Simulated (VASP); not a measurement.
Write the native input for VASP 6.6.1 that does the following.

| Property | Result |
| --- | --- |
| Task | single point |
| Functional | PBE |
| Potentials or basis | VASP PAW PBE potentials, release 64 (Al, In_d, As) |
| Cutoff | 520 eV |
| k mesh | 4 × 4 × 4 |
| Occupations | gaussian, width 0.1 eV |
| Spin | no spin polarisation |
| Dipole correction | no |
| Further INCAR settings | ALGO = Normal; EDIFF = 1e-06; NBANDS = 41 |

The structure of AlIn3As4 lies in POSCAR:

```
AlIn3As4
1.0
   -3.0322460000      3.0322460000      6.0593820000
    3.0322460000     -3.0322460000      6.0593820000
    3.0322460000      3.0322460000     -6.0593820000
Al In As
1 3 4
Direct
    0.0000000000      0.0000000000      0.0000000000
    0.2500000000      0.7500000000      0.5000000000
    0.5000000000      0.5000000000      0.0000000000
    0.7500000000      0.2500000000      0.5000000000
    0.1171520000      0.1171520000      0.4734450000
    0.3562930000      0.8828480000      0.0000000000
    0.6437070000      0.6437070000      0.5265550000
    0.8828480000      0.3562930000      0.0000000000
```

These files were run (other wordings do the same):

INCAR

```
SYSTEM = AlIn3As4
PREC = Accurate
ENCUT = 520
EDIFF = 1E-6
ISMEAR = 0
SIGMA = 0.1
LREAL = .FALSE.
LASPH = .TRUE.
NELM = 60
ALGO = Normal
ISIF = 2
LWAVE = .FALSE.
LCHARG = .TRUE.
GGA = PE
LELF = .TRUE.
LVHAR = .TRUE.
NBANDS = 41
```

KPOINTS

```
regular mesh
0
G
  4 4 4
  0 0 0
```

Potentials or basis: VASP PAW PBE potentials, release 64 (Al, In_d, As).

The run is started by

```bash
$ cat potpaw_PBE.64/Al/POTCAR potpaw_PBE.64/In_d/POTCAR potpaw_PBE.64/As/POTCAR > POTCAR
$ mpirun -np 1 vasp_std > vasp.out
```

It gave:

```
Pressure      : 0.1 GPa
Largest force : 0.004 eV/Å
```

Caveat: the k points lie up to 0.37 Å⁻¹ apart.

Run time: 110 s on 1 thread of Intel(R) Xeon(R) Platinum 8559C (Emerald Rapids), on a shared host, peak memory 0.47 GiB.
